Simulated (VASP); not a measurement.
Here is a VASP 6.6.1 calculation.

The input INCAR:

```
SYSTEM = As
ALGO = Normal
EDIFF = 1E-6
ENCUT = 520
GGA = PE
ISIF = 2
ISMEAR = -1
LASPH = .TRUE.
LCHARG = .TRUE.
LELF = .TRUE.
LREAL = .FALSE.
LVHAR = .TRUE.
LWAVE = .FALSE.
NBANDS = 12
NELM = 60
PREC = Accurate
SIGMA = 0.08
```

The input KPOINTS:

```
k-points
0
G
  13 13 13
  0 0 0
```

POSCAR

```
As
1.0
    0.0000000000      2.5755753509      2.5755753509
    2.5755753509      0.0000000000      2.5755753509
    2.5755753509      2.5755753509      0.0000000000
As
2
Direct
   -0.1250000000     -0.1250000000     -0.1250000000
    0.1250000000      0.1250000000      0.1250000000
```

Potentials or basis: VASP PAW PBE potentials, release 64 (As).

The run is started by

```console
$ cat potpaw_PBE.64/As/POTCAR > POTCAR
$ mpirun -np 1 vasp_std > vasp.out
```

Q: Estimate the pressure.

A: 63.1 GPa.

Q: Estimate the band gap on the k mesh.

A: Zero (band 5 reaches 10.33 eV, above the bottom of band 6 at 6.76 eV).
